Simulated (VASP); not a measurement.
# ZnS (P1) in VASP: a series of runs, part 2 of 2

VASP 6.6.1. Earlier steps stand in the parts before.

## 3. Electric field gradients, PBE (equal xy, yz and zx shear strains of -3 %)

INCAR reads:

```
SYSTEM = ZnS
PREC = Accurate
ENCUT = 400
EDIFF = 1E-8
ISMEAR = -1
SIGMA = 0.03
LREAL = .False.
LASPH = .True.
NELM = 120
ALGO = Normal
ISIF = 2
LWAVE = .False.
LCHARG = .False.
GGA = PE
LEFG = .True.
NBANDS = 26
GGA_COMPAT = .False.
```

KPOINTS reads:

```
regular mesh
0
Gamma
  8 8 5
  0 0 0
```

POSCAR reads:

```
ZnS
1.0
    3.8109987816     -0.0571649817     -0.0571649817
   -1.9550057172      3.3290042495     -0.0209238355
   -0.0935100000     -0.0935100000      6.2340000000
Zn S
2 2
Direct
    0.3333333333      0.6666666667      0.0000000000
    0.6666666667      0.3333333333      0.5000000000
    0.3333333333      0.6666666667      0.3850000000
    0.6666666667      0.3333333333      0.8850000000
```

Potentials or basis: VASP PAW PBE potentials, release 64 (Zn, S).

Started as:

```
cat potpaw_PBE.64/Zn/POTCAR potpaw_PBE.64/S/POTCAR > POTCAR
mpirun -np 1 vasp_std > vasp.out
```

OUTCAR:

```text
SYSTEM = ZnS
   PREC = Accurate
   ENCUT = 400
   EDIFF = 1E-8
   ISMEAR = -1
   LREAL = .False.
   LASPH = .True.
   NELM = 120
   ISIF = 2
   GGA = PE

 ion  position               nearest neighbor table
   1  0.333  0.667  0.000-   4 2.26   4 2.33   4 2.35   3 2.40
   2  0.667  0.333  0.500-   3 2.29   3 2.32   3 2.33   4 2.40
   3  0.333  0.667  0.385-   2 2.29   2 2.32   2 2.33   1 2.40
   4  0.667  0.333  0.885-   1 2.26   1 2.33   1 2.35   2 2.40

  LATTYP: Found a triclinic cell.
 ALAT       =     3.7624115023
 B/A-ratio  =     1.0131417463
 C/A-ratio  =     1.6572888129
 COS(alpha) =     0.0297616073
 COS(beta)  =     0.0411893908
 COS(gamma) =     0.4804578458

  Lattice vectors:

 A1 = (   1.8559930644,   3.2718392678,  -0.0780888172)
 A2 = (   3.8109987816,  -0.0571649817,  -0.0571649817)
 A3 = (   0.0935100000,   0.0935100000,  -6.2340000000)

Analysis of symmetry for initial positions (statically):
=====================================================================
 Subroutine PRICEL returns:
 Original cell was already a primitive cell.

 Routine SETGRP: Setting up the symmetry group for a
 triclinic supercell.

 Subroutine GETGRP returns: Found  1 space group operations
 (whereof  1 operations were pure point group operations)
 out of a pool of  2 trial point group operations.

The static configuration has the point symmetry C_1 .

Analysis of symmetry for dynamics (positions and initial velocities):
=====================================================================
 Subroutine PRICEL returns:
 Original cell was already a primitive cell.

 Routine SETGRP: Setting up the symmetry group for a
 triclinic supercell.

 Subroutine GETGRP returns: Found  1 space group operations
 (whereof  1 operations were pure point group operations)
 out of a pool of  2 trial point group operations.

The dynamic configuration has the point symmetry C_1 .

 Subroutine INISYM returns: Found  1 space group operations
 (whereof  1 operations are pure point group operations),
 and found     1 'primitive' translations

----------------------------------------------------------------------------------------

                                     Primitive cell

  volume of cell :      78.3572

  direct lattice vectors                    reciprocal lattice vectors
     3.810998782 -0.057164982 -0.057164982     0.264826434  0.155562774  0.006305838
    -1.955005717  3.329004250 -0.020923836     0.004616194  0.303130065  0.004616194
    -0.093510000 -0.093510000  6.234000000     0.002443918  0.002443918  0.160483969

  length of vectors
     3.811856160  3.860667618  6.235402492     0.307201205  0.303200354  0.160521182

  position of ions in fractional coordinates (direct lattice)
     0.333333333  0.666666667  0.000000000
[... 85 lines left out ...]
   NSW    =      0    number of steps for IOM
   IBRION =     -1    ionic relax: 0-MD 1-quasi-New 2-CG
   NFREE  =      0    steps in history (QN), initial steepest desc. (CG)
   ISIF   =      2    stress and relaxation
   ISYM   =      2    0-nonsym 1-usesym 2-fastsym
   POTIM  = 0.5000    time-step for ionic-motion
   TEBEG  =    0.0;   TEEND  =   0.0 temperature during run
   PSTRESS=    0.0 pullay stress
   NELECT =      36.0000    total number of electrons
   NUPDOWN=      -1.0000    fix difference up-down
   EMIN   =  10.00;   EMAX   =-10.00  energy-range for DOS
   EFERMI =   0.00;   METHOD = LEGACY
   ISMEAR =    -1;   SIGMA  =   0.03  broadening in eV -4-tet -1-fermi 0-gaus
   EFERMI_NEDOS =   21; number of points for ismear=-14 and -15
   IALGO  =     38    algorithm
   IMIX   =      4    mixing-type and parameters
     AMIX     =   0.40;   BMIX     =  1.00
     AMIX_MAG =   1.60;   BMIX_MAG =  1.00
  volume/ion in A,a.u.               =      19.59       132.20
  Fermi-wavevector in a.u.,A,eV,Ry     =   1.263231  2.387160 21.711525  1.595752
  Thomas-Fermi vector in A             =   2.396598
   LORBIT       =      0    0 simple, 1 ext, 2 COOP (PROOUT), +10 PAW based schemes
   GGA     = PE    functional components
   LHFCALC =     F    Hartree Fock is set to
   AEXX    =    0.0000 exact exchange contribution
   IVDW    =     0    specifies the selected vdW correction
   LEPSILON=     F    determine dielectric tensor
   LRPA    =     F    only Hartree local field effects (RPA)
 non-spin polarized calculation
  energy-cutoff  :      400.00
  volume of cell :       78.36
 maximum number of plane-waves:      1438
 NGX is ok and might be reduce to    28
   NGX = 13   NGY = 13   NGZ = 21

 number of electron      35.9999959 magnetization

 Free energy of the ion-electron system (eV)
  ---------------------------------------------------
  ext. energy  EPLUGINS =         0.00000000
  ---------------------------------------------------
  free energy    TOTEN  =       -13.62022554 eV

  energy without entropy =      -13.62022554  energy(sigma->0) =      -13.62022554

 E-fermi :   2.8952     XC(G=0):  -9.6557

 val. band max:        2.2698722659   @ k =   0.0000   0.0000   0.0000
 cond. band min:       4.4065572842   @ k =   0.0000   0.0000   0.0000
 fundamental gap:      2.1366850183
 Fermi energy:         2.8952445302

 k-point     1 :       0.0000    0.0000    0.0000
  band No.  band energies     occupation
      1     -11.0298      2.00000
      2     -10.1031      2.00000
      3      -4.2109      2.00000
      4      -4.2004      2.00000
      5      -4.1451      2.00000
      6      -4.1353      2.00000
[... 685 lines left out ...]
     25      11.7962      0.00000
     26      12.0569      0.00000

 [... further k-points ...]
[... 5 lines left out ...]
  --------------------------------------------------------------------------------------
  -------------------------------------------------------------------------------------
  Total        1.5337639      1.5109228      0.4710808      0.8850886      0.5392988      0.5410083
  in kB       31.3610239     30.8939891      9.6322369     18.0974947     11.0270970     11.0620511
  external PRESSURE =      23.9624166 kB  Pullay stress =       0.0000000 kB

 VOLUME and BASIS-vectors are now :
 -----------------------------------------------------------------------------
  energy-cutoff  :      400.00
  volume of cell :       78.36
      direct lattice vectors                 reciprocal lattice vectors
     3.810998782 -0.057164982 -0.057164982     0.264826434  0.155562774  0.006305838
    -1.955005717  3.329004250 -0.020923836     0.004616194  0.303130065  0.004616194
    -0.093510000 -0.093510000  6.234000000     0.002443918  0.002443918  0.160483969

 POSITION                                       TOTAL-FORCE (eV/Angst)
 -----------------------------------------------------------------------------------
     -0.03300      2.20028     -0.03300         0.325700      0.142364      0.338733
      1.84224      1.02480      3.07192        -0.056788      0.123584      0.323280
     -0.06901      2.16428      2.36709         0.104590     -0.123347     -0.318141
      1.80624      0.98880      5.47201        -0.373501     -0.142601     -0.343872
 -----------------------------------------------------------------------------------
    total drift:                                0.000019      0.000133      0.000276

  FREE ENERGIE OF THE ION-ELECTRON SYSTEM (eV)
  ---------------------------------------------------
  free  energy   TOTEN  =       -13.6202255422 eV

  energy  without entropy=      -13.6202255421  energy(sigma->0) =      -13.62022554

 Electric field gradients (V/A^2)
---------------------------------------------------------------------
 ion       V_xx      V_yy      V_zz      V_xy      V_xz      V_yz
---------------------------------------------------------------------
   1     -15.979    -3.657    19.635   -11.083    -5.937     0.003
   2      -3.606   -15.662    19.268     1.101     6.120     0.193
   3       2.714     3.242    -5.956    -5.435    -6.262    -4.952
   4       3.416     2.335    -5.752    -4.632    -3.701    -4.995
---------------------------------------------------------------------

 Electric field gradients after diagonalization (V/A^2)
 (convention: |V_zz| > |V_xx| > |V_yy|)
----------------------------------------------------------------------
 ion       V_xx      V_yy      V_zz     asymmetry (V_yy - V_xx)/ V_zz
----------------------------------------------------------------------
   1      20.748     2.367   -23.115       0.795
   2     -15.766    -5.042    20.808       0.515
   3       8.482     3.883   -12.365       0.372
   4       7.573     2.709   -10.282       0.473
----------------------------------------------------------------------

           NMR quadrupolar parameters

 Cq : quadrupolar parameter    Cq=e*Q*V_zz/h
 eta: asymmetry parameters     (V_yy - V_xx)/ V_zz
 Q  : nuclear electric quadrupole moment in mb (millibarn)
----------------------------------------------------------------------
 ion       Cq(MHz)       eta       Q (mb)
----------------------------------------------------------------------
   1      -0.056       0.795       1.000
   2       0.050       0.515       1.000
   3      -0.030       0.372       1.000
   4      -0.025       0.473       1.000
----------------------------------------------------------------------
```

OSZICAR:

```text
N       E                     dE             d eps       ncg     rms          rms(c)
DAV:   1     0.220573847734E+03    0.22057E+03   -0.14728E+04  8432   0.140E+03
DAV:   2     0.681651410120E+01   -0.21376E+03   -0.20451E+03  8816   0.310E+02
DAV:   3    -0.140234071902E+02   -0.20840E+02   -0.20656E+02 10048   0.101E+02
DAV:   4    -0.144784362687E+02   -0.45503E+00   -0.45423E+00  9884   0.153E+01
DAV:   5    -0.144856481477E+02   -0.72119E-02   -0.72101E-02 10270   0.190E+00    0.996E+00
DAV:   6    -0.136311435596E+02    0.85450E+00   -0.16515E+00 12688   0.371E+01    0.765E+00
DAV:   7    -0.136261476144E+02    0.49959E-02   -0.12525E+00  8976   0.654E+00    0.347E+00
DAV:   8    -0.136193975912E+02    0.67500E-02   -0.35591E-02 10476   0.174E+00    0.983E-01
DAV:   9    -0.136198658733E+02   -0.46828E-03   -0.93059E-03 11534   0.129E+00    0.233E-01
DAV:  10    -0.136200077468E+02   -0.14187E-03   -0.58826E-04  9774   0.339E-01    0.942E-02
DAV:  11    -0.136202218890E+02   -0.21414E-03   -0.32879E-04  8700   0.135E-01    0.526E-02
DAV:  12    -0.136202220236E+02   -0.13451E-06   -0.17264E-05 10642   0.626E-02    0.995E-03
DAV:  13    -0.136202249308E+02   -0.29072E-05   -0.37428E-06  8764   0.244E-02    0.774E-03
DAV:  14    -0.136202254622E+02   -0.53141E-06   -0.11370E-06  9660   0.158E-02    0.830E-04
DAV:  15    -0.136202255161E+02   -0.53916E-07   -0.12690E-07  9940   0.499E-03    0.104E-03
DAV:  16    -0.136202255397E+02   -0.23589E-07   -0.31637E-08  8462   0.340E-03    0.537E-04
DAV:  17    -0.136202255422E+02   -0.24793E-08   -0.50539E-09  6162   0.158E-03
   1 F= -.13620226E+02 E0= -.13620226E+02  d E =-.388453E-11
```

It took 7.7 min on 1 thread of Oxide Virtual Turin-like, shared host; peak memory 0.27 GiB.

What came out:

```
Free energy                             : -13.6202 eV
Pressure                                : 2.4 GPa
Largest force                           : 0.527 eV/Å
Band gap on the k mesh                  : 2.14 eV
Largest electric field gradient by atom : Zn -23.1, +20.8; S -12.4, -10.3 V/Å²
```

Forces on the atoms (eV/Å):
```
Zn   0.326  0.142  0.339
Zn  -0.057  0.124  0.323
S    0.105 -0.123 -0.318
S   -0.374 -0.143 -0.344
```

Electric field gradients, principal values (V/Å²):
```
atom   least   middle  greatest (by size)
1 Zn   2.367   20.748             -23.115
2 Zn  -5.042  -15.766              20.808
 3 S   3.883    8.482             -12.365
 4 S   2.709    7.573             -10.282
```

Caveat: the cell differs from its parent crystal (equal xy, yz and zx shear strains of -3 %); without QUAD_EFG the Cq values of the log hold for a quadrupole moment of 1 mb, not for the nuclei.
